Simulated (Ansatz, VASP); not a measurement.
## TaW3O4: VASP beside Ansatz

```
Ta W O
1.0
    -2.78061    2.78061    2.78061
     2.78061   -2.78061    2.78061
     2.78061    2.78061   -2.78061
Ta W O
1 3 4
Cartesian
  0.0000 0.0000 0.0000
  0.0000 0.0000 2.7806
  0.0000 2.7806 0.0000
  2.7806 0.0000 0.0000
  1.3903 1.3903 1.3903
  1.3903 1.3903 -1.3903
  1.3903 -1.3903 1.3903
  -1.3903 1.3903 1.3903
```

Alike in both runs: task single point; functional PBE; k mesh 4 × 4 × 4; occupations gaussian, width 0.1 eV; no spin polarisation.

```csv
,VASP,Ansatz
version,VASP 6.6.1,Ansatz 0.2.0
potentials or method,"VASP PAW PBE potentials, release 64 (Ta_pv, W_sv, O), cutoff 520 eV","scalar-relativistic, plane waves, PAW"
valence electrons in the cell,77,79
```

|  | VASP | Ansatz | Ansatz less VASP |
| --- | --- | --- | --- |
| gap on the k mesh at the Fermi level (eV) | none | none | - |
| pressure (GPa) | 14.1 | 13.1 | -0.94 |

A gap of «none» marks a metal or a gap that the smearing closes. VASP's potentials hold 77 valence electrons a cell and Ansatz's 79, so a difference there can come from the potentials and not from the codes.

The k mesh is coarse, so the values compare programs but aren't converged. Neither program's run includes spin-orbit coupling.
